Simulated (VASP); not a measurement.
GaAs (qrp), 2 atoms in the cell. It takes space group F-43m (No. 216, cubic). The conventional cell has a = 5.804 Å, b = 5.804 Å, c = 5.804 Å, α = 90.00°, β = 90.00°, γ = 90.00°. Ga (site symmetry -43m) has 4 As at 2.51 Å within 3.3 Å. Within 3.3 Å of As (site symmetry -43m) lie 4 Ga at 2.51 Å. 

| Item | Value |
| --- | --- |
| Program | VASP 6.6.1 |
| Task | single point |
| Functional | RPBE |
| Potentials or basis | VASP PAW PBE potentials, release 64 (Ga_d, As) |
| Cutoff | 520 eV |
| k mesh | 10 × 10 × 10 |
| Occupations | gaussian, width 0.01 eV |
| Spin | no spin polarisation |
| Dipole correction | no |
| Further INCAR settings | ALGO = Normal; EDIFF = 1e-06; NBANDS = 16 |

Potentials or basis: VASP PAW PBE potentials, release 64 (Ga_d, As).

The run is started by

```bash
$ cat potpaw_PBE.64/Ga_d/POTCAR potpaw_PBE.64/As/POTCAR > POTCAR
$ mpirun -np 1 vasp_std > vasp.out
```

Hardware: 1 thread of Intel(R) Xeon(R) Platinum 8375C CPU @ 2.90GHz (Ice Lake), with other jobs on the host.

**Question.** Estimate the wall time of this run.

**Answer.** Wall time 23 s on 1 thread of Intel(R) Xeon(R) Platinum 8375C CPU @ 2.90GHz (Ice Lake), on a shared host, peak memory 0.19 GiB. Counts: scf iterations 14, k points 47.
